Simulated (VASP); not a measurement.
Here is a VASP 6.6.1 calculation.

File INCAR:

```
SYSTEM = TiO2
PREC = Accurate
ENCUT = 520
EDIFF = 1E-6
ISMEAR = 0
SIGMA = 0.02
LREAL = .False.
LASPH = .True.
NELM = 60
ALGO = Normal
ISIF = 2
LWAVE = .False.
LCHARG = .True.
GGA = PE
LELF = .True.
LVHAR = .True.
NBANDS = 60
```

File KPOINTS:

```
Automatic mesh
0
Gamma
  6 6 6
  0 0 0
```

The input POSCAR:

```
TiO2
1.0
   -2.9637981456      3.2834603796      3.2834638020
    2.9637981456     -3.2834603796      3.2834638020
    2.9637981456      3.2834603796     -3.2834638020
Ti O
4 8
Direct
    0.5000883706      0.7500883706      0.7500000000
    0.4999116294      0.2499116294      0.2500000000
    0.0000000000      0.0000000000      0.5000000000
    0.0000000000      0.5000000000      0.0000000000
    0.3051314063      0.3051253694      0.4999939631
    0.1948696251      0.2500008593      0.9448687658
    0.3051314063      0.8051374432      0.0000060369
    0.8051320935      0.2500008593      0.5551312342
    0.1948679064      0.7499991407      0.4448687658
    0.8051303749      0.7499991407      0.0551312342
    0.6948685937      0.1948625568      0.9999939631
    0.6948685937      0.6948746306      0.5000060369
```

Potentials or basis: VASP PAW PBE potentials, release 64 (Ti_sv, O).

Launch:

```sh
$ cat potpaw_PBE.64/Ti_sv/POTCAR potpaw_PBE.64/O/POTCAR > POTCAR
$ mpirun -np 1 vasp_std > vasp.out
```

Problem. What does it give for the band gap on the k mesh?

Solution. 1.83 eV.

Problem. Estimate the largest force.

Solution. 0.029 eV/Å.

Stress tensor (GPa, compression positive):
```
0.91 0.00 0.00
0.00 0.58 0.00
0.00 0.00 0.58
```

A k mesh can miss the band edges.
